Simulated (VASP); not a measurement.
# SrFeTe2 (P-3m1) in VASP: single point with PBE

Aim: the single point of SrFeTe2 with PBE.

Everything below comes from runs of VASP 6.6.1. Logs are shortened: lines on timing, memory, paths and dates and some standing lists are left out, and cuts for length are marked.

**1. The cell of the first run**

Symmetry: P-3m1, No. 164, trigonal system. Conventional cell: a = 4.264 Å, b = 4.264 Å, c = 5.699 Å, α = 90.00°, β = 90.00°, γ = 120.00°. Sr (site symmetry -3m) has 6 Te at 2.82 Å and 2 Fe at 2.85 Å within 3.7 Å. Fe (site symmetry -3m) has 2 Sr at 2.85 Å and 6 Te at 2.87 Å within 3.8 Å. Within 3.7 Å of Te (site symmetry 3m) lie 3 Sr at 2.82 Å and 3 Fe at 2.87 Å and 3 Te at 3.68 Å.

**2. Single point, PBE, collinear spin, ferromagnetic start**

Input file INCAR:

```
PREC = Accurate ; ENCUT = 520
EDIFF = 1E-6 ; ISMEAR = 0
SIGMA = 0.1 ; LREAL = F
LASPH = T ; NELM = 150
ALGO = Normal ; ISIF = 2
LWAVE = F ; LCHARG = F
ISPIN = 2 ; MAGMOM = 0 4 0 0
LORBIT = 11 ; LMAXMIX = 4
GGA = PE ; NBANDS = 27
```

Input file KPOINTS:

```
regular mesh
0
Gamma
  6 6 4
```

Input file POSCAR:

```
SrFeTe2
1.0
    4.2635629100      0.0000000000      0.0000000000
   -2.1317814600      3.6923537900      0.0000000000
    0.0000000000      0.0000000000      5.6994726900
Sr Fe Te
1 1 2
Direct
    0.0000000000      0.0000000000      0.5000000000
    0.0000000000      0.0000000000      0.0000000000
    0.3333333300      0.6666666700      0.2603220000
    0.6666666700      0.3333333300      0.7396780000
```

Potentials or basis: VASP PAW PBE potentials, release 64 (Sr_sv, Fe, Te).

The run is started by

```console
cat potpaw_PBE.64/Sr_sv/POTCAR potpaw_PBE.64/Fe/POTCAR potpaw_PBE.64/Te/POTCAR > POTCAR
mpirun -np 1 vasp_std > vasp.out
```

OUTCAR:

```text
PREC = Accurate
   ENCUT = 520
   EDIFF = 1E-6
   ISMEAR = 0
   LREAL = F
   LASPH = T
   NELM = 150
   ISIF = 2
   ISPIN = 2
   LORBIT = 11
   GGA = PE

 ion  position               nearest neighbor table
   1  0.000  0.000  0.500-   3 2.82   4 2.82   4 2.82   3 2.82   4 2.82   3 2.82   2 2.85   2 2.85

   2  0.000  0.000  0.000-   1 2.85   1 2.85   4 2.87   3 2.87   4 2.87   3 2.87   4 2.87   3 2.87

   3  0.333  0.667  0.260-   1 2.82   1 2.82   1 2.82   2 2.87   2 2.87   2 2.87   4 3.68   4 3.68
                             4 3.68
   4  0.667  0.333  0.740-   1 2.82   1 2.82   1 2.82   2 2.87   2 2.87   2 2.87   3 3.68   3 3.68
                             3 3.68

  LATTYP: Found a hexagonal cell.
 ALAT       =     4.2635629100
 C/A-ratio  =     1.3367863475

  Lattice vectors:

 A1 = (   4.2635629100,   0.0000000000,   0.0000000000)
 A2 = (  -2.1317814600,   3.6923537900,   0.0000000000)
 A3 = (   0.0000000000,   0.0000000000,   5.6994726900)

Analysis of symmetry for initial positions (statically):
=====================================================================
 Subroutine PRICEL returns:
 Original cell was already a primitive cell.

 Routine SETGRP: Setting up the symmetry group for a
 hexagonal supercell.

 Subroutine GETGRP returns: Found 12 space group operations
 (whereof 12 operations were pure point group operations)
 out of a pool of 24 trial point group operations.

The static configuration has the point symmetry D_3d.

Analysis of symmetry for dynamics (positions and initial velocities):
=====================================================================
 Subroutine PRICEL returns:
 Original cell was already a primitive cell.

 Routine SETGRP: Setting up the symmetry group for a
 hexagonal supercell.

 Subroutine GETGRP returns: Found 12 space group operations
 (whereof 12 operations were pure point group operations)
 out of a pool of 24 trial point group operations.

The dynamic configuration has the point symmetry D_3d.

Analysis of structural, dynamic, and magnetic symmetry:
=====================================================================
 Subroutine PRICEL returns:
 Original cell was already a primitive cell.

 Routine SETGRP: Setting up the symmetry group for a
 hexagonal supercell.

 Subroutine GETGRP returns: Found 12 space group operations
 (whereof 12 operations were pure point group operations)
 out of a pool of 24 trial point group operations.

[... 127 lines left out ...]
   LORBIT       =     11    0 simple, 1 ext, 2 COOP (PROOUT), +10 PAW based schemes
   GGA     = PE    functional components
   LHFCALC =     F    Hartree Fock is set to
   AEXX    =    0.0000 exact exchange contribution
   IVDW    =     0    specifies the selected vdW correction
   LEPSILON=     F    determine dielectric tensor
   LRPA    =     F    only Hartree local field effects (RPA)
 spin polarized calculation
 Gauss-broadening in eV      SIGMA  =   0.10
  energy-cutoff  :      520.00
  volume of cell :       89.72
 maximum number of plane-waves:      2433
   NGX = 15   NGY = 15   NGZ = 21

 number of electron      29.9999994 magnetization       3.3027777

 Free energy of the ion-electron system (eV)
  ---------------------------------------------------
  ext. energy  EPLUGINS =         0.00000000
  ---------------------------------------------------
  free energy    TOTEN  =       -15.12095012 eV

  energy without entropy =      -15.08980402  energy(sigma->0) =      -15.10537707

 E-fermi :   7.0034     XC(G=0): -10.5124

 val. band max:        7.0020768865   @ k =   0.3333   0.1667   0.0000
 cond. band min:       7.0045088569   @ k =  -0.1667   0.5000   0.2500
 fundamental gap:      0.0024319703
 Fermi energy:         7.0033921587

 spin component 1

 k-point     1 :       0.0000    0.0000    0.0000
  band No.  band energies     occupation
      1     -27.1053      1.00000
      2      -9.7815      1.00000
      3      -9.4796      1.00000
      4      -9.4796      1.00000
      5      -5.5551      1.00000
      6      -2.9174      1.00000
[... 709 lines left out ...]
     26      16.2868      0.00000
     27      16.8079      0.00000
 Fermi energy:         7.0033921587

 spin component 2

 k-point     1 :       0.0000    0.0000    0.0000
  band No.  band energies     occupation
      1     -27.0941      1.00000
      2      -9.7910      1.00000
      3      -9.4512      1.00000
      4      -9.4512      1.00000
      5      -5.4565      1.00000
      6      -2.8548      1.00000
[... 709 lines left out ...]
     26      16.3741      0.00000
     27      16.9240      0.00000

------------------------ aborting loop because EDIFF is reached ----------------------------------------

  FORCE on cell =-STRESS in cart. coord.  units (eV):
  Direction    XX          YY          ZZ          XY          YZ          ZX
  --------------------------------------------------------------------------------------
  -------------------------------------------------------------------------------------
  Total       12.2429107     12.2429107     16.4945014     -0.0000000     -0.0000000      0.0000000
  in kB      218.6173395    218.6173394    294.5364961     -0.0000003     -0.0000000      0.0000000
  external PRESSURE =     243.9237250 kB  Pullay stress =       0.0000000 kB

 VOLUME and BASIS-vectors are now :
 -----------------------------------------------------------------------------
  energy-cutoff  :      520.00
  volume of cell :       89.72
      direct lattice vectors                 reciprocal lattice vectors
     4.263562910  0.000000000  0.000000000     0.234545619  0.135414976  0.000000000
    -2.131781460  3.692353790  0.000000000     0.000000000  0.270829952  0.000000000
     0.000000000  0.000000000  5.699472690     0.000000000  0.000000000  0.175454828

 POSITION                                       TOTAL-FORCE (eV/Angst)
 -----------------------------------------------------------------------------------
      0.00000      0.00000      2.84974        -0.000000      0.000000      0.000000
      0.00000      0.00000      0.00000        -0.000000      0.000000      0.000000
     -0.00000      2.46157      1.48370         0.000000     -0.000000     -3.735358
      2.13178      1.23078      4.21577         0.000000      0.000000      3.735358
 -----------------------------------------------------------------------------------
    total drift:                                0.000000     -0.000000      0.000000

  FREE ENERGIE OF THE ION-ELECTRON SYSTEM (eV)
  ---------------------------------------------------
  free  energy   TOTEN  =       -15.1209501197 eV

  energy  without entropy=      -15.0898040178  energy(sigma->0) =      -15.10537707

 total charge

# of ion       s       p       d       tot
------------------------------------------
    1        2.051   5.871   0.578   8.500
    2        0.339   0.293   6.180   6.812
    3        1.374   2.136   0.041   3.551
    4        1.374   2.136   0.041   3.551
--------------------------------------------------
tot          5.138  10.436   6.841  22.414

 magnetization (x)

# of ion       s       p       d       tot
------------------------------------------
    1        0.000   0.005   0.012   0.017
    2        0.022   0.026   2.912   2.960
    3        0.010   0.051   0.004   0.065
    4        0.010   0.051   0.004   0.065
--------------------------------------------------
tot          0.043   0.133   2.931   3.107
```

OSZICAR:

```text
N       E                     dE             d eps       ncg     rms          rms(c)
DAV:   1     0.200683763943E+03    0.20068E+03   -0.12811E+04  2608   0.103E+03
DAV:   2    -0.116399420865E+01   -0.20185E+03   -0.18552E+03  2663   0.250E+02
[... 12 lines left out ...]
DAV:  15    -0.151209284434E+02    0.40775E-04   -0.93106E-04  3694   0.149E-01    0.110E-01
DAV:  16    -0.151209533593E+02   -0.24916E-04   -0.83718E-05  3628   0.902E-02    0.819E-02
DAV:  17    -0.151209422882E+02    0.11071E-04   -0.10181E-04  3752   0.727E-02    0.339E-02
DAV:  18    -0.151209474764E+02   -0.51882E-05   -0.79753E-05  3627   0.434E-02    0.199E-02
DAV:  19    -0.151209497626E+02   -0.22862E-05   -0.21282E-06  2281   0.110E-02    0.935E-03
DAV:  20    -0.151209501197E+02   -0.35712E-06   -0.86085E-07  1461   0.693E-03
   1 F= -.15120950E+02 E0= -.15105377E+02  d E =-.311461E-01  mag=     3.3025
```

stdout:

```text
POSCAR found type information on POSCAR SrFeTe
 POSCAR found :  3 types and       4 ions
 scaLAPACK will be used
 LDA part: xc-table for (Slater+PW92), standard interpolation
 POSCAR, INCAR and KPOINTS ok, starting setup
 FFT: planning ... GRIDC
 FFT: planning ... GRID_SOFT
 FFT: planning ... GRID
 WAVECAR not read
 entering main loop
```

It took 3 min on 1 thread of AMD EPYC 9755, shared host; peak memory 0.25 GiB.

Results:

- Free energy: -15.1210 eV
- Pressure: 24.4 GPa
- Largest force: 3.735 eV/Å
- Net moment: 3.30 μB per cell
- Site moments: Sr +0.02; Fe +2.96; Te +0.07 μB
- Valence electrons inside the program's atomic spheres: Sr 8.50; Fe 6.81; Te 3.55

Forces in eV/Å, atoms in the order of the input:
```
Sr   0.000  0.000  0.000
Fe   0.000  0.000  0.000
Te   0.000  0.000 -3.735
Te   0.000  0.000  3.735
```

Caveat: spin-orbit coupling is left out, which moves the levels of the heavy elements; a cell with one magnetic atom can't hold antiferromagnetic order, which such compounds often take; forces of over 1 eV/Å act on the atoms, so gaps and moduli don't describe the material at rest.
